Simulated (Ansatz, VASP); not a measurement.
# HPbNO4: VASP beside Ansatz

INCAR

```
PREC = Accurate ; ENCUT = 520
EDIFF = 1E-7 ; ISMEAR = -1
SIGMA = 0.05 ; LREAL = False
LASPH = True ; NELM = 100
ALGO = Normal ; ISIF = 2
LWAVE = False ; LCHARG = False
GGA = PS ; NBANDS = 31
```

The input KPOINTS:

```
regular mesh
0
Gamma
  6 4 4
```

POSCAR

```
HPbNO4
1.0
    4.2753100000     -0.0004000000      0.0063600000
   -2.0839900000      5.2077500000     -0.0490700000
   -2.1237700000     -1.8657400000      4.9149100000
H Pb N O
1 1 1 4
Direct
    0.9907300000      0.0333000000      0.9099400000
    0.5027400000      0.8198900000      0.1428700000
    0.0083800000      0.4740800000      0.5026500000
    0.9981600000      0.9274100000      0.0287700000
    0.1946700000      0.7343500000      0.6085200000
    0.8167300000      0.3588200000      0.2455600000
    0.0138100000      0.3312100000      0.6521700000
```

File input.yaml:

```yaml
crystal:
  lattice:
    - [4.27531, -0.0004, 0.00636]
    - [-2.08399, 5.20775, -0.04907]
    - [-2.12377, -1.86574, 4.91491]
  atoms:
    - { symbol: H, position: [0.99073, 0.0333, 0.90994] }
    - { symbol: Pb, position: [0.50274, 0.81989, 0.14287] }
    - { symbol: "N", position: [0.00838, 0.47408, 0.50265] }
    - { symbol: O, position: [0.99816, 0.92741, 0.02877] }
    - { symbol: O, position: [0.19467, 0.73435, 0.60852] }
    - { symbol: O, position: [0.81673, 0.35882, 0.24556] }
    - { symbol: O, position: [0.01381, 0.33121, 0.65217] }
kpoints:
  mp_grid: { grid: [6, 4, 4] }
  band_path:
    path: [[0.0, 0.5, 0.0], [0.0, 0.0, 0.0], [0.0, 0.0, -0.5]]
    npoints: 12
scf:
  occupations: { method: fermi_dirac, width: 0.05 }
hamiltonian:
  xc: pbesol
  pseudopotentials: { kind: all_electron, lapw: { basis_error: 0.002 } }
output:
  forces: true
  stress: true
  eigenvalues: true
```

Alike in both runs: functional PBEsol; k mesh 6 × 4 × 4; occupations fermi-dirac, width 0.05 eV; no spin polarisation.

|  | VASP | Ansatz |
| --- | --- | --- |
| version | VASP 6.6.1 | Ansatz 0.2.0 |
| potentials or method | VASP PAW PBE potentials, release 64 (H, Pb_d, N, O), cutoff 520 eV | all-electron LAPW, scalar-relativistic |
| task | single point | band structure |

|  | VASP | Ansatz | Ansatz less VASP |
| --- | --- | --- | --- |
| gap on the k mesh at the Fermi level (eV) | 2.84 | 2.88 | +0.032 |
| least direct gap on the mesh (eV) | 3.16 | 3.20 | +0.034 |
| pressure (GPa) | -1.8 | -2.5 | -0.70 |
| traceless stress, the component that is largest in VASP (GPa) | -0.41 | 0.48 | +0.891 |
| rms of the force components (eV/Å) | 0.125 | 0.181 | +0.0563 |

VASP's potentials were made for PBE, not for PBEsol. Atom by atom the forces differ by 0.174 eV/Å (rms over components). One of these differences is far larger than is usual between the two programs; its cause wasn't traced. Ansatz ran all-electron here, and VASP with PAW potentials.

Spin-orbit coupling is off throughout.
